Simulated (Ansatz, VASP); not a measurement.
## Ga in VASP and in Ansatz

The input INCAR:

```
SYSTEM = Ga
ALGO     = Normal         ! electronic algorithm
EDIFF    = 1E-8           ! SCF threshold, eV
ENCUT    = 520            ! plane-wave cutoff, eV
GGA      = PE             ! functional
ISIF     = 2              ! what is computed and relaxed
ISMEAR   = -1             ! smearing method
LASPH    = .TRUE.         ! aspherical terms in the spheres
LCHARG   = .FALSE.        ! write CHGCAR
LEFG     = .TRUE.       
LREAL    = .FALSE.        ! projectors in reciprocal space
LWAVE    = .FALSE.        ! write WAVECAR
NBANDS   = 20             ! bands
NELM     = 100            ! most SCF steps
PREC     = Accurate       ! precision mode
SIGMA    = 0.08           ! smearing width, eV
```

KPOINTS

```
k-points
0
G
  12 12 10
  0 0 0
```

Contents of POSCAR:

```
Ga
1.0
    1.4254189801     -3.9960883822      0.0000000000
    1.4254189801      3.9960883822      0.0000000000
    0.0000000000      0.0000000000      3.1162608048
Ga
2
Direct
    0.8670000000      0.1330000000      0.2500000000
    0.1330000000      0.8670000000      0.7500000000
```

Input for Ansatz:

```yaml
crystal:
  lattice:
    - [1.4254189801, -3.9960883822, 0.0]
    - [1.4254189801, 3.9960883822, 0.0]
    - [0.0, 0.0, 3.1162608048]
  atoms:
    - { symbol: Ga, position: [0.867, 0.133, 0.25] }
    - { symbol: Ga, position: [0.133, 0.867, 0.75] }
kpoints:
  mp_grid: { grid: [12, 12, 10] }
scf:
  occupations: { method: fermi_dirac, width: 0.08 }
hamiltonian:
  xc: pbe
  pseudopotentials: { kind: all_electron, datasets: crystal }
output:
  forces: true
  stress: true
  eigenvalues: true
  efg: { contact_densities: true }
```

Change from the starting cell: volume scaled by 0.95, crystal datasets.

Alike in both runs: task electric field gradients; functional PBE; k mesh 12 × 12 × 10; occupations fermi-dirac, width 0.08 eV; no spin polarisation.

```csv
,VASP,Ansatz
version,VASP 6.6.1,Ansatz 0.2.0
potentials or method,"VASP PAW PBE potentials, release 64 (Ga_d), cutoff 520 eV","all-electron PAW with datasets made for the crystal, scalar-relativistic"
```

|  | VASP | Ansatz | Ansatz less VASP |
| --- | --- | --- | --- |
| pressure (GPa) | 5.0 | 4.8 | -0.11 |
| traceless stress, the component that is largest in VASP (GPa) | -2.82 | -2.80 | +0.015 |
| rms of the force components (eV/Å) | 0.129 | 0.128 | -0.0007 |
| size of Vzz on the site where it differs most (V/Å²) | 27.8 | 29.4 | +1.64 |

Atom by atom the forces differ by 0.001 eV/Å (rms over components). Ansatz ran all-electron here, and VASP with PAW potentials. Ansatz's warnings: printed levels off.
